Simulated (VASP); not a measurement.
# CrB5 (P6/mmm) in VASP: single point with PBE

Aim: the single point of CrB5 with PBE.

Program: VASP 6.6.1. These are calculated values, not measurements. Logs are shortened: lines on timing, memory, paths and dates and some standing lists are left out, and cuts for length are marked.

## (1) The cell of the first run

The structure is hexagonal, space group P6/mmm (No. 191). The conventional cell has a = 3.332 Å, b = 3.332 Å, c = 4.216 Å, α = 90.00°, β = 90.00°, γ = 120.00°. Within 2.8 Å of Cr (site symmetry 6/mmm) lie 14 B at 2.11 to 2.27 Å. B (site symmetry 3m) has 8 B at 1.79 to 2.42 Å and 3 Cr at 2.27 Å within 2.5 Å. Within 2.8 Å of B (site symmetry 6/mmm) lie 2 Cr at 2.11 Å and 12 B at 2.12 Å.

The cell was generated, and may not be a known phase.

## (2) Single point, PBE

Contents of INCAR:

```
  ALGO = Normal
  EDIFF = 1E-6
  ENCUT = 700
  GGA = PE
  GGA_COMPAT = F
  ISIF = 2
  ISMEAR = 0
  LASPH = T
  LCHARG = F
  LREAL = F
  LWAVE = F
  NBANDS = 24
  NELM = 120
  PREC = Accurate
  SIGMA = 0.1
```

Contents of KPOINTS:

```
k-points
0
Gamma
  12 12 10
```

Contents of POSCAR:

```
CrB5
1.0
    3.3321736267      0.0000000000      0.0000000000
   -1.6660868133      2.8857470106      0.0000000000
    0.0000000000      0.0000000000      4.2164171832
Cr B
1 5
Direct
    0.0000000000      0.0000000000      0.5000000000
    0.3333333333      0.6666666667      0.2125779723
    0.6666666667      0.3333333333      0.2125779723
    0.6666666667      0.3333333333      0.7874220277
    0.3333333333      0.6666666667      0.7874220277
    0.0000000000      0.0000000000      0.0000000000
```

Potentials or basis: VASP PAW PBE potentials, release 64 (Cr_sv, B).

Started as:

```sh
cat potpaw_PBE.64/Cr_sv/POTCAR potpaw_PBE.64/B/POTCAR > POTCAR
mpirun -np 1 vasp_std > vasp.out
```

OUTCAR:

```text
EDIFF = 1E-6
   ENCUT = 700
   GGA = PE
   ISIF = 2
   ISMEAR = 0
   LASPH = T
   LREAL = F
   NELM = 120
   PREC = Accurate

 ion  position               nearest neighbor table
   1  0.000  0.000  0.500-   6 2.11   6 2.11   4 2.27   5 2.27   2 2.27   3 2.27   3 2.27   4 2.27
                             2 2.27   5 2.27   3 2.27   4 2.27   2 2.27   5 2.27
   2  0.333  0.667  0.213-   5 1.79   3 1.92   3 1.92   3 1.92   6 2.12   6 2.12   6 2.12   1 2.27
                             1 2.27   1 2.27
   3  0.667  0.333  0.213-   4 1.79   2 1.92   2 1.92   2 1.92   6 2.12   6 2.12   6 2.12   1 2.27
                             1 2.27   1 2.27
   4  0.667  0.333  0.787-   3 1.79   5 1.92   5 1.92   5 1.92   6 2.12   6 2.12   6 2.12   1 2.27
                             1 2.27   1 2.27
   5  0.333  0.667  0.787-   2 1.79   4 1.92   4 1.92   4 1.92   6 2.12   6 2.12   6 2.12   1 2.27
                             1 2.27   1 2.27
   6  0.000  0.000  0.000-   1 2.11   1 2.11   3 2.12   4 2.12   5 2.12   2 2.12   3 2.12   4 2.12
                             2 2.12   5 2.12   3 2.12   4 2.12   2 2.12   5 2.12

  LATTYP: Found a hexagonal cell.
 ALAT       =     3.3321736267
 C/A-ratio  =     1.2653653908

  Lattice vectors:

 A1 = (   3.3321736267,   0.0000000000,   0.0000000000)
 A2 = (  -1.6660868133,   2.8857470106,   0.0000000000)
 A3 = (   0.0000000000,   0.0000000000,   4.2164171832)

Analysis of symmetry for initial positions (statically):
=====================================================================
 Subroutine PRICEL returns:
 Original cell was already a primitive cell.

 Routine SETGRP: Setting up the symmetry group for a
 hexagonal supercell.

 Subroutine GETGRP returns: Found 24 space group operations
 (whereof 24 operations were pure point group operations)
 out of a pool of 24 trial point group operations.

The static configuration has the point symmetry D_6h.

Analysis of symmetry for dynamics (positions and initial velocities):
=====================================================================
 Subroutine PRICEL returns:
 Original cell was already a primitive cell.

 Routine SETGRP: Setting up the symmetry group for a
 hexagonal supercell.

 Subroutine GETGRP returns: Found 24 space group operations
 (whereof 24 operations were pure point group operations)
 out of a pool of 24 trial point group operations.

The dynamic configuration has the point symmetry D_6h.

 Subroutine INISYM returns: Found 24 space group operations
 (whereof 24 operations are pure point group operations),
 and found     1 'primitive' translations

----------------------------------------------------------------------------------------

                                     Primitive cell

  volume of cell :      40.5443

  direct lattice vectors                    reciprocal lattice vectors
     3.332173627  0.000000000  0.000000000     0.300104410  0.173265362  0.000000000
    -1.666086813  2.885747011  0.000000000     0.000000000  0.346530724  0.000000000
     0.000000000  0.000000000  4.216417183     0.000000000  0.000000000  0.237168182

  length of vectors
     3.332173627  3.332173627  4.216417183     0.346530724  0.346530724  0.237168182

  position of ions in fractional coordinates (direct lattice)
     0.000000000  0.000000000  0.500000000
     0.333333333  0.666666667  0.212577972
     0.666666667  0.333333333  0.212577972
     0.666666667  0.333333333  0.787422028
     0.333333333  0.666666667  0.787422028
     0.000000000  0.000000000  0.000000000

  ion indices of the primitive-cell ions
   primitive index   ion index
                 1           1
                 2           2
                 3           3
                 4           4
                 5           5
                 6           6

----------------------------------------------------------------------------------------

 KPOINTS: k-points

Automatic generation of k-mesh.
 Grid dimensions read from file:
 generate k-points for:   12   12   10

 Generating k-lattice:

  Cartesian coordinates                     Fractional coordinates (reciprocal lattice)
     0.025008701  0.014438780  0.000000000     0.083333333  0.000000000  0.000000000
     0.000000000  0.028877560  0.000000000     0.000000000  0.083333333  0.000000000
     0.000000000  0.000000000  0.023716818     0.000000000  0.000000000  0.100000000

  Length of vectors
     0.028877560  0.028877560  0.023716818

  Shift w.r.t. Gamma in fractional coordinates (k-lattice)
     0.000000000  0.000000000  0.000000000

 Subroutine IBZKPT returns following result:
 ===========================================

 Found    114 irreducible k-points:

 Following reciprocal coordinates:
            Coordinates               Weight
  0.000000  0.000000  0.000000      1.000000
  0.083333  0.000000  0.000000      6.000000
  0.166667  0.000000  0.000000      6.000000
  0.250000  0.000000  0.000000      6.000000
  0.333333  0.000000  0.000000      6.000000
  0.416667  0.000000  0.000000      6.000000
[... 16 lines left out ...]
  0.250000  0.000000  0.100000     12.000000
  0.333333  0.000000  0.100000     12.000000
 [... further k-points ...]
   k-points           NKPTS =    114   k-points in BZ     NKDIM =    114   number of bands    NBANDS=     24
   number of dos      NEDOS =    301   number of ions     NIONS =      6
   total plane-waves  NPLWV =  32400
   dimension x,y,z NGX =    30 NGY =   30 NGZ =   36
   dimension x,y,z NGXF=    60 NGYF=   60 NGZF=   72
   ions per type =               1   5
   NGX,Y,Z   is equivalent  to a cutoff of  14.97, 14.97, 14.19 a.u.
   NGXF,Y,Z  is equivalent  to a cutoff of  29.93, 29.93, 28.39 a.u.
 SYSTEM =  unknown system
   PREC   = accura    normal or accurate (medium, high low for compatibility)
   ISTART =      0    job   : 0-new  1-cont  2-samecut
   ICHARG =      2    charge: 1-file 2-atom 10-const
   ISPIN  =      1    spin polarized calculation?
   LNONCOLLINEAR =      F non collinear calculations
   LSORBIT =      F    spin-orbit coupling
   LASPH  =      T    aspherical Exc in radial PAW
   ENCUT  =  700.0 eV  51.45 Ry    7.17 a.u.   7.19  7.19  9.10*2*pi/ulx,y,z
   NELM   =    120;   NELMIN=  2; NELMDL= -5     # of ELM steps
   EDIFF  = 0.1E-05   stopping-criterion for ELM
   LREAL  =      F    real-space projection
   EDIFFG = 0.1E-04   stopping-criterion for IOM
   NSW    =      0    number of steps for IOM
   IBRION =     -1    ionic relax: 0-MD 1-quasi-New 2-CG
   NFREE  =      0    steps in history (QN), initial steepest desc. (CG)
   ISIF   =      2    stress and relaxation
   ISYM   =      2    0-nonsym 1-usesym 2-fastsym
   POTIM  = 0.5000    time-step for ionic-motion
   TEBEG  =    0.0;   TEEND  =   0.0 temperature during run
   PSTRESS=    0.0 pullay stress
   NELECT =      29.0000    total number of electrons
   NUPDOWN=      -1.0000    fix difference up-down
   EMIN   =  10.00;   EMAX   =-10.00  energy-range for DOS
   EFERMI =   0.00;   METHOD = LEGACY
   ISMEAR =     0;   SIGMA  =   0.10  broadening in eV -4-tet -1-fermi 0-gaus
   EFERMI_NEDOS =   21; number of points for ismear=-14 and -15
   IALGO  =     38    algorithm
   IMIX   =      4    mixing-type and parameters
     AMIX     =   0.40;   BMIX     =  1.00
     AMIX_MAG =   1.60;   BMIX_MAG =  1.00
  volume/ion in A,a.u.               =       6.76        45.60
  Fermi-wavevector in a.u.,A,eV,Ry     =   1.464078  2.766707 29.164438  2.143526
  Thomas-Fermi vector in A             =   2.580097
   LORBIT       =      0    0 simple, 1 ext, 2 COOP (PROOUT), +10 PAW based schemes
   GGA     = PE    functional components
   LHFCALC =     F    Hartree Fock is set to
   AEXX    =    0.0000 exact exchange contribution
   IVDW    =     0    specifies the selected vdW correction
   LEPSILON=     F    determine dielectric tensor
   LRPA    =     F    only Hartree local field effects (RPA)
 non-spin polarized calculation
 Gauss-broadening in eV      SIGMA  =   0.10
  energy-cutoff  :      700.00
  volume of cell :       40.54
 maximum number of plane-waves:      1722
 NGX is ok and might be reduce to    30
   NGX = 15   NGY = 15   NGZ = 19

 number of electron      29.0000016 magnetization

 Free energy of the ion-electron system (eV)
  ---------------------------------------------------
  ext. energy  EPLUGINS =         0.00000000
  ---------------------------------------------------
  free energy    TOTEN  =       -39.18372293 eV

  energy without entropy =      -39.15178346  energy(sigma->0) =      -39.16775319

 E-fermi :  11.3634     XC(G=0): -13.2525

 val. band max:       11.3616579852   @ k =   0.2500   0.0000   0.2000
 cond. band min:      11.3651625754   @ k =   0.3333   0.0833   0.2000
 fundamental gap:      0.0035045902
 Fermi energy:        11.3633878844

 k-point     1 :       0.0000    0.0000    0.0000
  band No.  band energies     occupation
      1     -60.3112      2.00000
      2     -32.0022      2.00000
      3     -31.5868      2.00000
      4     -31.5868      2.00000
      5      -5.7223      2.00000
      6       1.9484      2.00000
[... 16 lines left out ...]
     23      19.7815      0.00000
     24      20.1764      0.00000

 k-point     2 :       0.0833    0.0000    0.0000
  band No.  band energies     occupation
      1     -60.3109      2.00000
      2     -32.0016      2.00000
      3     -31.5911      2.00000
      4     -31.5878      2.00000
      5      -5.6196      2.00000
      6       2.0110      2.00000
[... 16 lines left out ...]
     23      19.8568      0.00000
     24      20.2889      0.00000

 k-point     3 :       0.1667    0.0000    0.0000
  band No.  band energies     occupation
      1     -60.3100      2.00000
      2     -32.0000      2.00000
      3     -31.6026      2.00000
      4     -31.5907      2.00000
      5      -5.3123      2.00000
      6       2.1989      2.00000
[... 16 lines left out ...]
     23      19.8745      0.00000
     24      19.9543      0.00000
[... 514 lines left out ...]
 k-point    23 :       0.2500    0.0000    0.1000
  band No.  band energies     occupation
      1     -60.3088      2.00000
      2     -31.9978      2.00000
      3     -31.6183      2.00000
      4     -31.5946      2.00000
      5      -4.7511      2.00000
      6       1.6569      2.00000
[... 16 lines left out ...]
     23      19.3629      0.00000
     24      19.4346      0.00000

 k-point    24 :       0.3333    0.0000    0.1000
  band No.  band energies     occupation
      1     -60.3077      2.00000
      2     -31.9955      2.00000
      3     -31.6340      2.00000
      4     -31.5985      2.00000
      5      -4.0498      2.00000
      6       0.5795      2.00000
[... 16 lines left out ...]
     23      19.2718      0.00000
     24      19.7889      0.00000

 [... further k-points ...]
[... 5 lines left out ...]
  --------------------------------------------------------------------------------------
  -------------------------------------------------------------------------------------
  Total       -0.0695077     -0.0695077     -0.0648402     -0.0000000     -0.0000000      0.0000000
  in kB       -2.7467194     -2.7467194     -2.5622735     -0.0000000     -0.0000000      0.0000000
  external PRESSURE =      -2.6852374 kB  Pullay stress =       0.0000000 kB

 VOLUME and BASIS-vectors are now :
 -----------------------------------------------------------------------------
  energy-cutoff  :      700.00
  volume of cell :       40.54
      direct lattice vectors                 reciprocal lattice vectors
     3.332173627  0.000000000  0.000000000     0.300104410  0.173265362  0.000000000
    -1.666086813  2.885747011  0.000000000     0.000000000  0.346530724  0.000000000
     0.000000000  0.000000000  4.216417183     0.000000000  0.000000000  0.237168182

 POSITION                                       TOTAL-FORCE (eV/Angst)
 -----------------------------------------------------------------------------------
      0.00000      0.00000      2.10821        -0.000000     -0.000000      0.000000
     -0.00000      1.92383      0.89632        -0.000000      0.000000      0.018200
      1.66609      0.96192      0.89632         0.000000     -0.000000      0.018200
      1.66609      0.96192      3.32010         0.000000     -0.000000     -0.018200
     -0.00000      1.92383      3.32010        -0.000000      0.000000     -0.018200
      0.00000      0.00000      0.00000        -0.000000     -0.000000      0.000000
 -----------------------------------------------------------------------------------
    total drift:                                0.000000      0.000000      0.000000

  FREE ENERGIE OF THE ION-ELECTRON SYSTEM (eV)
  ---------------------------------------------------
  free  energy   TOTEN  =       -39.1837229291 eV

  energy  without entropy=      -39.1517834589  energy(sigma->0) =      -39.16775319
```

Run time: 3.3 min. Hardware: 1 thread of Intel Xeon Platinum 8375C at 2.90GHz (Ice Lake), shared host; peak memory 0.28 GiB.

Results:

```
Free energy            : -39.1837 eV
Pressure               : -0.3 GPa
Largest force          : 0.018 eV/Å
Band gap on the k mesh : zero (an odd number of electrons rules out a gap without spin polarisation)
```

Forces on the atoms (eV/Å):
```
Cr   0.000  0.000  0.000
B    0.000  0.000  0.018
B    0.000  0.000  0.018
B    0.000  0.000 -0.018
B    0.000  0.000 -0.018
B    0.000  0.000  0.000
```

Levels at points of the mesh, in eV from the Fermi level:
```
           k point  band 13  band 14  band 15  band 16  band 17  band 18
(0.00, 0.00, 0.00)    -1.82    -1.82    -0.51     0.17     0.17     1.01
(0.50, 0.00, 0.00)    -3.66    -0.14    -0.06     2.41     2.70     3.20
(0.00, 0.00, 0.50)    -3.71    -2.01    -0.47     1.68     1.70     1.70
(0.50, 0.00, 0.50)    -2.77    -0.07    -0.04     0.80     2.03     3.94
```

Caveat: an odd number of electrons without spin polarisation forces a metal; a magnetic or distorted state may lie lower; the run has no spin polarisation, though such a crystal can be magnetic. Spin polarisation is off, so any magnetic state and its effect on volume and gap are missing.
